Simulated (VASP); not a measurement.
# ScGa5S (R-3m) in VASP: notebook, part 2 of 2

VASP 6.6.1. Earlier steps stand in the parts before.

### 3 Single point, PBE

This run uses another cell than the first one, of 19.18 Å³/atom, 0.944 times its volume.

Input file INCAR:

```
SYSTEM = ScGa5S
PREC = Accurate
ENCUT = 520
EDIFF = 1E-7
ISMEAR = 0
SIGMA = 0.2
LREAL = .False.
LASPH = .True.
NELM = 80
ALGO = Normal
ISIF = 2
LWAVE = .False.
LCHARG = .False.
GGA = PE
NBANDS = 50
```

Input file KPOINTS:

```
Automatic mesh
0
Gamma
  4 4 4
  0 0 0
```

Input file POSCAR:

```
ScGa5S
1.0
    2.8187794121      1.6274230524      4.8776300774
   -2.8187794121      1.6274230524      4.8776300774
    0.0000000000     -3.2548461048      4.8776300774
Sc Ga S
1 5 1
Direct
    0.5000000000      0.5000000000      0.5000000000
    0.1752853209      0.1752853209      0.1752853209
    0.8247146791      0.8247146791      0.8247146791
    0.5000000000      0.5000000000      0.0000000000
    0.0000000000      0.5000000000      0.5000000000
    0.5000000000      0.0000000000      0.5000000000
    0.0000000000      0.0000000000      0.0000000000
```

Potentials or basis: VASP PAW PBE potentials, release 64 (Sc_sv, Ga_d, S).

The run is started by

```bash
$ cat potpaw_PBE.64/Sc_sv/POTCAR potpaw_PBE.64/Ga_d/POTCAR potpaw_PBE.64/S/POTCAR > POTCAR
$ mpirun -np 1 vasp_std > vasp.out
```

OUTCAR:

```text
SYSTEM = ScGa5S
   PREC = Accurate
   ENCUT = 520
   EDIFF = 1E-7
   ISMEAR = 0
   LREAL = .False.
   LASPH = .True.
   NELM = 80
   ISIF = 2
   GGA = PE

 ion  position               nearest neighbor table
   1  0.500  0.500  0.500-   5 2.93   6 2.93   6 2.93   5 2.93   4 2.93   4 2.93
   2  0.175  0.175  0.175-   7 2.56   6 2.83   5 2.83   4 2.83
   3  0.825  0.825  0.825-   7 2.56   6 2.83   5 2.83   4 2.83
   4  0.500  0.500  0.000-   7 2.82   7 2.82   6 2.82   5 2.82   5 2.82   6 2.82   2 2.83   3 2.83
                             1 2.93   1 2.93
   5  0.000  0.500  0.500-   6 2.82   6 2.82   4 2.82   7 2.82   4 2.82   7 2.82   2 2.83   3 2.83
                             1 2.93   1 2.93
   6  0.500  0.000  0.500-   5 2.82   5 2.82   4 2.82   4 2.82   7 2.82   7 2.82   2 2.83   3 2.83
                             1 2.93   1 2.93
   7  0.000  0.000  0.000-   2 2.56   3 2.56   4 2.82   4 2.82   5 2.82   5 2.82   6 2.82   6 2.82

  LATTYP: Found a trigonal (rhomboedric) cell.
 ALAT       =     5.8638978792
 COS(alpha) =     0.5378538062

  Lattice vectors:
[... 181 lines left out ...]
 cond. band min:       5.5073387238   @ k =   0.0000   0.0000   0.0000
 fundamental gap:      0.0418621123
 Fermi energy:         5.4933859599

 k-point     1 :       0.0000    0.0000    0.0000
  band No.  band energies     occupation
      1     -44.3602      2.00000
      2     -23.0207      2.00000
      3     -23.0207      2.00000
      4     -22.9416      2.00000
      5      -9.7029      2.00000
      6      -9.5953      2.00000
[... 678 lines left out ...]
     49       8.7871      0.00000
     50       8.7871      0.00000

------------------------ aborting loop because EDIFF is reached ----------------------------------------

  FORCE on cell =-STRESS in cart. coord.  units (eV):
  Direction    XX          YY          ZZ          XY          YZ          ZX
  --------------------------------------------------------------------------------------
  -------------------------------------------------------------------------------------
  Total        0.1042018      0.1042018     -0.1324506      0.0000000     -0.0000000      0.0000000
  in kB        1.2435527      1.2435527     -1.5806755      0.0000000     -0.0000000      0.0000000
  external PRESSURE =       0.3021433 kB  Pullay stress =       0.0000000 kB

 VOLUME and BASIS-vectors are now :
 -----------------------------------------------------------------------------
  energy-cutoff  :      520.00
  volume of cell :      134.25
      direct lattice vectors                 reciprocal lattice vectors
     2.818779412  1.627423052  4.877630077     0.177381741  0.102411396  0.068339199
    -2.818779412  1.627423052  4.877630077    -0.177381741  0.102411396  0.068339199
     0.000000000 -3.254846105  4.877630077     0.000000000 -0.204822792  0.068339199

 POSITION                                       TOTAL-FORCE (eV/Angst)
 -----------------------------------------------------------------------------------
      0.00000      0.00000      7.31645        -0.000000      0.000000     -0.000000
      0.00000      0.00000      2.56493        -0.000000     -0.000000      0.009275
      0.00000      0.00000     12.06796        -0.000000      0.000000     -0.009275
      0.00000      1.62742      4.87763         0.000000      0.000000     -0.000000
     -1.40939     -0.81371      4.87763        -0.000000      0.000000     -0.000000
      1.40939     -0.81371      4.87763        -0.000000      0.000000      0.000000
      0.00000      0.00000      0.00000        -0.000000      0.000000      0.000000
 -----------------------------------------------------------------------------------
    total drift:                                0.000000      0.000000      0.000000

  FREE ENERGIE OF THE ION-ELECTRON SYSTEM (eV)
  ---------------------------------------------------
  free  energy   TOTEN  =       -25.9988280111 eV

  energy  without entropy=      -25.9579736476  energy(sigma->0) =      -25.97840083
```

OSZICAR:

```text
N       E                     dE             d eps       ncg     rms          rms(c)
DAV:   1     0.899503044547E+03    0.89950E+03   -0.37673E+04  1332   0.283E+03
DAV:   2     0.122185312727E+03   -0.77732E+03   -0.75606E+03  1372   0.718E+02
DAV:   3    -0.140922801623E+02   -0.13628E+03   -0.13187E+03  1418   0.229E+02
DAV:   4    -0.268789269564E+02   -0.12787E+02   -0.12005E+02  1752   0.644E+01
DAV:   5    -0.274219148109E+02   -0.54299E+00   -0.53581E+00  1792   0.135E+01    0.111E+01
DAV:   6    -0.261064460974E+02    0.13155E+01   -0.50264E+00  1756   0.141E+01    0.562E+00
DAV:   7    -0.260442129059E+02    0.62233E-01   -0.84581E-01  1892   0.584E+00    0.305E+00
DAV:   8    -0.260048401064E+02    0.39373E-01   -0.22923E-01  1744   0.373E+00    0.783E-01
DAV:   9    -0.259987290218E+02    0.61111E-02   -0.38919E-02  1670   0.178E+00    0.262E-01
DAV:  10    -0.259989300362E+02   -0.20101E-03   -0.41078E-03  1704   0.977E-01    0.140E-01
DAV:  11    -0.259987864455E+02    0.14359E-03   -0.23172E-03  1700   0.699E-01    0.322E-02
DAV:  12    -0.259988257894E+02   -0.39344E-04   -0.45412E-04  1832   0.172E-01    0.162E-02
DAV:  13    -0.259988283923E+02   -0.26029E-05   -0.50142E-05  1716   0.575E-02    0.101E-02
DAV:  14    -0.259988288978E+02   -0.50544E-06   -0.20936E-05  1784   0.371E-02    0.686E-03
DAV:  15    -0.259988280064E+02    0.89139E-06   -0.58214E-06  1768   0.189E-02    0.225E-03
DAV:  16    -0.259988280111E+02   -0.47548E-08   -0.41969E-07  1366   0.707E-03
   1 F= -.25998828E+02 E0= -.25978401E+02  d E =-.408544E-01
```

stdout:

```text
POSCAR found type information on POSCAR ScGaS
 POSCAR found :  3 types and       7 ions
 scaLAPACK will be used
 LDA part: xc-table for (Slater+PW92), standard interpolation
 POSCAR, INCAR and KPOINTS ok, starting setup
 FFT: planning ... GRIDC
 FFT: planning ... GRID_SOFT
 FFT: planning ... GRID
 WAVECAR not read
 entering main loop
```

It took 76 s on 1 thread of Intel Xeon 6975P-C (Granite Rapids), shared host; peak memory 0.35 GiB.

What came out:

```yaml
Free_energy: -25.9988 eV
Pressure: 0.0 GPa
Largest_force: 0.009 eV/Å
Band_gap_on_the_k_mesh: zero (band 41 reaches 5.82 eV, above the bottom of band 42 at 5.45 eV)
```

Forces in eV/Å, atoms in the order of the input:
```
Sc   0.000  0.000  0.000
Ga   0.000  0.000  0.009
Ga   0.000  0.000 -0.009
Ga   0.000  0.000  0.000
Ga   0.000  0.000  0.000
Ga   0.000  0.000  0.000
S    0.000  0.000  0.000
```

Stress tensor (GPa, compression positive):
```
 0.12  0.00  0.00
 0.00  0.12  0.00
 0.00  0.00 -0.16
```

### 4 Single point, PBE

This run uses another cell than the first one, of 19.33 Å³/atom, 0.952 times its volume.

Input file INCAR:

```
SYSTEM = ScGa5S
PREC     = Accurate       ! precision mode
ENCUT    = 520            ! plane-wave cutoff, eV
EDIFF    = 1E-7           ! SCF threshold, eV
ISMEAR   = 0              ! smearing method
SIGMA    = 0.2            ! smearing width, eV
LREAL    = .False.        ! projectors in reciprocal space
LASPH    = .True.         ! aspherical terms in the spheres
NELM     = 80             ! most SCF steps
ALGO     = Normal         ! electronic algorithm
ISIF     = 2              ! what is computed and relaxed
LWAVE    = .False.        ! write WAVECAR
LCHARG   = .True.         ! write CHGCAR
GGA      = PE             ! functional
LELF     = .True.         ! ELF
LVHAR    = .True.       
NBANDS   = 50             ! bands
```

Input file KPOINTS:

```
regular mesh
0
Gamma
  4 4 4
  0 0 0
```

Input file POSCAR:

```
ScGa5S
1.0
    2.8293032018      1.6334989668      4.8787288634
   -2.8293032018      1.6334989668      4.8787288634
    0.0000000000     -3.2669979288      4.8787288650
Sc Ga S
1 5 1
Direct
    0.0000000000      0.0000000000      0.0000000000
    0.0000000000      0.0000000000      0.5000000000
    0.5000000000      0.0000000000      0.0000000000
    0.0000000000      0.5000000000      0.0000000000
    0.3241045182      0.3241045182      0.3241045182
    0.6758954818      0.6758954818      0.6758954818
    0.5000000000      0.5000000000      0.5000000000
```

Potentials or basis: VASP PAW PBE potentials, release 64 (Sc_sv, Ga_d, S).

The run is started by

```bash
$ cat potpaw_PBE.64/Sc_sv/POTCAR potpaw_PBE.64/Ga_d/POTCAR potpaw_PBE.64/S/POTCAR > POTCAR
$ mpirun -np 1 vasp_std > vasp.out
```

OUTCAR:

```text
SYSTEM = ScGa5S
   PREC = Accurate
   ENCUT = 520
   EDIFF = 1E-7
   ISMEAR = 0
   LREAL = .False.
   LASPH = .True.
   NELM = 80
   ISIF = 2
   GGA = PE

 ion  position               nearest neighbor table
   1  0.000  0.000  0.000-   3 2.94   4 2.94   4 2.94   3 2.94   2 2.94   2 2.94
   2  0.000  0.000  0.500-   5 2.82   6 2.82   7 2.83   7 2.83   4 2.83   3 2.83   3 2.83   4 2.83
                             1 2.94   1 2.94
   3  0.500  0.000  0.000-   5 2.82   6 2.82   4 2.83   4 2.83   2 2.83   7 2.83   2 2.83   7 2.83
                             1 2.94   1 2.94
   4  0.000  0.500  0.000-   5 2.82   6 2.82   3 2.83   3 2.83   2 2.83   2 2.83   7 2.83   7 2.83
                             1 2.94   1 2.94
   5  0.324  0.324  0.324-   7 2.57   4 2.82   3 2.82   2 2.82
   6  0.676  0.676  0.676-   7 2.57   4 2.82   3 2.82   2 2.82
   7  0.500  0.500  0.500-   5 2.57   6 2.57   2 2.83   2 2.83   3 2.83   3 2.83   4 2.83   4 2.83

  LATTYP: Found a trigonal (rhomboedric) cell.
 ALAT       =     5.8715645960
 COS(alpha) =     0.5356116764

  Lattice vectors:

 A1 = (   2.8293032018,   1.6334989668,   4.8787288634)
 A2 = (  -2.8293032018,   1.6334989668,   4.8787288634)
 A3 = (   0.0000000000,  -3.2669979288,   4.8787288650)

Analysis of symmetry for initial positions (statically):
=====================================================================
 Subroutine PRICEL returns:
 Original cell was already a primitive cell.

 Routine SETGRP: Setting up the symmetry group for a
 trigonal (rhombohedral) supercell.

 Subroutine GETGRP returns: Found 12 space group operations
 (whereof 12 operations were pure point group operations)
 out of a pool of 12 trial point group operations.

The static configuration has the point symmetry D_3d.

Analysis of symmetry for dynamics (positions and initial velocities):
=====================================================================
 Subroutine PRICEL returns:
[... 130 lines left out ...]
  Thomas-Fermi vector in A             =   2.509868
   LORBIT       =      0    0 simple, 1 ext, 2 COOP (PROOUT), +10 PAW based schemes
   GGA     = PE    functional components
   LHFCALC =     F    Hartree Fock is set to
   AEXX    =    0.0000 exact exchange contribution
   IVDW    =     0    specifies the selected vdW correction
   LEPSILON=     F    determine dielectric tensor
   LRPA    =     F    only Hartree local field effects (RPA)
 non-spin polarized calculation
 Gauss-broadening in eV      SIGMA  =   0.20
  energy-cutoff  :      520.00
  volume of cell :      135.29
 maximum number of plane-waves:      3663
 NGX is ok and might be reduce to    48
   NGX = 21   NGY = 21   NGZ = 21

 number of electron      82.0000032 magnetization

 Free energy of the ion-electron system (eV)
  ---------------------------------------------------
  ext. energy  EPLUGINS =         0.00000000
  ---------------------------------------------------
  free energy    TOTEN  =       -25.99806322 eV

  energy without entropy =      -25.95630818  energy(sigma->0) =      -25.97718570

 E-fermi :   5.4235     XC(G=0): -10.7437

 val. band max:        5.4208504261   @ k =   0.0000   0.0000   0.0000
 cond. band min:       5.5885922849   @ k =   0.5000   0.2500   0.2500
 fundamental gap:      0.1677418588
 Fermi energy:         5.4235289591

 k-point     1 :       0.0000    0.0000    0.0000
  band No.  band energies     occupation
      1     -44.4503      2.00000
      2     -23.1097      2.00000
      3     -23.1097      2.00000
      4     -23.0291      2.00000
      5      -9.7566      2.00000
      6      -9.6547      2.00000
[... 678 lines left out ...]
     49       8.6764      0.00000
     50       8.6764      0.00000

------------------------ aborting loop because EDIFF is reached ----------------------------------------

  FORCE on cell =-STRESS in cart. coord.  units (eV):
  Direction    XX          YY          ZZ          XY          YZ          ZX
  --------------------------------------------------------------------------------------
  -------------------------------------------------------------------------------------
  Total       -0.2899431     -0.2899431     -0.4719391      0.0000000     -0.0000000      0.0000000
  in kB       -3.4337371     -3.4337371     -5.5890788      0.0000000     -0.0000000      0.0000000
  external PRESSURE =      -4.1521843 kB  Pullay stress =       0.0000000 kB

 VOLUME and BASIS-vectors are now :
 -----------------------------------------------------------------------------
  energy-cutoff  :      520.00
  volume of cell :      135.29
      direct lattice vectors                 reciprocal lattice vectors
     2.829303202  1.633498967  4.878728863     0.176721957  0.102030470  0.068323808
    -2.829303202  1.633498967  4.878728863    -0.176721957  0.102030470  0.068323808
     0.000000000 -3.266997929  4.878728865     0.000000000 -0.204060939  0.068323808

 POSITION                                       TOTAL-FORCE (eV/Angst)
 -----------------------------------------------------------------------------------
      0.00000      0.00000      0.00000        -0.000000      0.000000      0.000000
      0.00000     -1.63350      2.43936         0.000000      0.000000      0.000000
      1.41465      0.81675      2.43936        -0.000000      0.000000      0.000000
     -1.41465      0.81675      2.43936        -0.000000      0.000000     -0.000000
      0.00000      0.00000      4.74365        -0.000000      0.000000      0.036025
      0.00000      0.00000      9.89253        -0.000000     -0.000000     -0.036025
      0.00000      0.00000      7.31809         0.000000      0.000000     -0.000000
 -----------------------------------------------------------------------------------
    total drift:                                0.000000     -0.000000      0.000000

  FREE ENERGIE OF THE ION-ELECTRON SYSTEM (eV)
  ---------------------------------------------------
  free  energy   TOTEN  =       -25.9980632159 eV

  energy  without entropy=      -25.9563081781  energy(sigma->0) =      -25.97718570
```

It took 62 s on 1 thread of Intel Xeon 6975P-C (Granite Rapids), shared host; peak memory 0.35 GiB.

What came out:

```
Free energy            : -25.9981 eV
Pressure               : -0.4 GPa
Largest force          : 0.036 eV/Å
Band gap on the k mesh : zero (band 41 reaches 5.71 eV, above the bottom of band 42 at 5.39 eV)
```

Forces on the atoms (eV/Å):
```
Sc   0.000  0.000  0.000
Ga   0.000  0.000  0.000
Ga   0.000  0.000  0.000
Ga   0.000  0.000  0.000
Ga   0.000  0.000  0.036
Ga   0.000  0.000 -0.036
S    0.000  0.000  0.000
```

Stress tensor (GPa, compression positive):
```
-0.34  0.00  0.00
 0.00 -0.34  0.00
 0.00  0.00 -0.56
```

### 5 Summary

```tsv
cell	gap on the mesh (eV)	pressure (GPa)	largest force (eV/Å)
a = 5.996 Å, angles 57.1°, 7 atoms	none	0.1	-
a = 5.864 Å, angles 57.5°, 7 atoms	none	0.0	0.01
a = 5.872 Å, angles 57.6°, 7 atoms	none	-0.4	0.04
```

Alike in all rows: task single point; level PBE; potentials or basis VASP PAW PBE potentials, release 64 (Sc_sv, Ga_d, S); no spin polarisation; k mesh 4 × 4 × 4; cutoff (eV) 520; smearing gaussian 0.2 eV.

Absolute energies hang on the potentials; compare differences alone.
